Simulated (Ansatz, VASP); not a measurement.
## Li2ZnO2: VASP beside Ansatz

File POSCAR:

```
Li2ZnO2
1.0
    3.1597202814      0.0000000000      0.0000000000
   -1.5798601407      2.7363980325      0.0000000000
    0.0000000000      0.0000000000      5.1779434802
Li Zn O
2 1 2
Direct
    0.6666666667      0.3333333333      0.6404971228
    0.3333333333      0.6666666667      0.3595028772
    0.0000000000      0.0000000000      0.0000000000
    0.6666666667      0.3333333333      0.2406659449
    0.3333333333      0.6666666667      0.7593340551
```

File INCAR.step1:

```
PREC = Accurate
ENCUT = 520
ISMEAR = 0
SIGMA = 0.02
LREAL = F
LASPH = T
NELM = 100
NBANDS = 23
GGA = PE
ALGO = Normal
EDIFF = 1E-4
LWAVE = T
LCHARG = F
```

File INCAR.step2:

```
PREC = Accurate
ENCUT = 520
EDIFF = 1E-6
ISMEAR = 0
SIGMA = 0.02
LREAL = F
LASPH = T
NELM = 100
ALGO = Normal
ISIF = 2
LWAVE = F
LCHARG = F
METAGGA = R2SCAN
LMIXTAU = T
NBANDS = 23
ISTART = 1
```

KPOINTS

```
Automatic mesh
0
Gamma
  12 12 6
```

Input for Ansatz:

```yaml
crystal:
  lattice:
    - [3.1597202814, 0.0, 0.0]
    - [-1.5798601407, 2.7363980325, 0.0]
    - [0.0, 0.0, 5.1779434802]
  atoms:
    - { symbol: Li, position: [0.6666666667, 0.3333333333, 0.6404971228] }
    - { symbol: Li, position: [0.3333333333, 0.6666666667, 0.3595028772] }
    - { symbol: Zn, position: [0.0, 0.0, 0.0] }
    - { symbol: O, position: [0.6666666667, 0.3333333333, 0.2406659449] }
    - { symbol: O, position: [0.3333333333, 0.6666666667, 0.7593340551] }
basis:
  ecutwfc: 500
kpoints:
  mp_grid: { grid: [12, 12, 6] }
  band_path:
    path:
      - [[0.0, 0.0, 0.0], [0.5, 0.0, 0.0], [0.33333333, 0.33333333, 0.0], [0.0, 0.0, 0.0], [0.0, 0.0, 0.5], [0.5, 0.0, 0.5], [0.33333333, 0.33333333, 0.5], [0.0, 0.0, 0.5]]
      - [[0.5, 0.0, 0.5], [0.5, 0.0, 0.0]]
      - [[0.33333333, 0.33333333, 0.5], [0.33333333, 0.33333333, 0.0]]
    npoints: 14
hamiltonian:
  xc: r2scan
scf:
  occupations: { method: gaussian, width: 0.02 }
  n_extra_bands: 12
output:
  forces: true
  stress: true
  eigenvalues: true
  populations: true
  dos: { projected: true, de: 0.02, nscf_kmesh: { grid: [18, 18, 9] } }
  bader: true
```

Alike in both runs: task single point; functional r2SCAN; k mesh 12 × 12 × 6; occupations gaussian, width 0.02 eV; no spin polarisation.

|  | VASP | Ansatz |
| --- | --- | --- |
| version | VASP 6.6.1 | Ansatz 0.2.0 |
| potentials or method | VASP PAW PBE potentials, release 64 (Li_sv, Zn, O), cutoff 520 eV | scalar-relativistic, plane waves, PAW |
| valence electrons in the cell | 30 | 30 |

|  | VASP | Ansatz | Ansatz less VASP |
| --- | --- | --- | --- |
| gap on the k mesh at the Fermi level (eV) | 3.58 | 3.54 | -0.044 |
| least direct gap on the mesh (eV) | 3.78 | 3.73 | -0.045 |
| rms of the force components (eV/Å) | 0.056 | 0.077 | +0.0205 |

VASP's potentials were made for PBE, not for r2SCAN. Atom by atom the forces differ by 0.021 eV/Å (rms over components).

Noted on VASP's run: the cutoff is short for stress, so the pressure is rough.
